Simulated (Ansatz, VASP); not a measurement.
## HgTe in VASP and in Ansatz

```
Hg Te
1.0
     0.00000    3.23050    3.23050
     3.23050    0.00000    3.23050
     3.23050    3.23050    0.00000
Hg Te
1 1
Direct
  0.00000 0.00000 0.00000
  0.25000 0.25000 0.25000
```

Alike in both runs: task single point; functional LDA; k mesh 8 × 8 × 8; occupations gaussian, width 0.01 eV; non-collinear spin, spin-orbit coupling.

|  | VASP | Ansatz |
| --- | --- | --- |
| version | VASP 6.6.1 | Ansatz 0.2.0 |
| potentials or method | VASP PAW LDA potentials, release 64 (Hg, Te) | plane waves, PAW |
| plane-wave cutoff (eV) | 520 | 420 |
| valence electrons in the cell | 18 | 36 |

```csv
,VASP,Ansatz,Ansatz less VASP
net moment per atom (μB),0.00,0.00,0.000
```

LDA's correlation is that of Perdew and Zunger in VASP and of Perdew and Wang (1992) in Ansatz. VASP's potentials hold 18 valence electrons a cell and Ansatz's 36, so a difference there can come from the potentials and not from the codes.
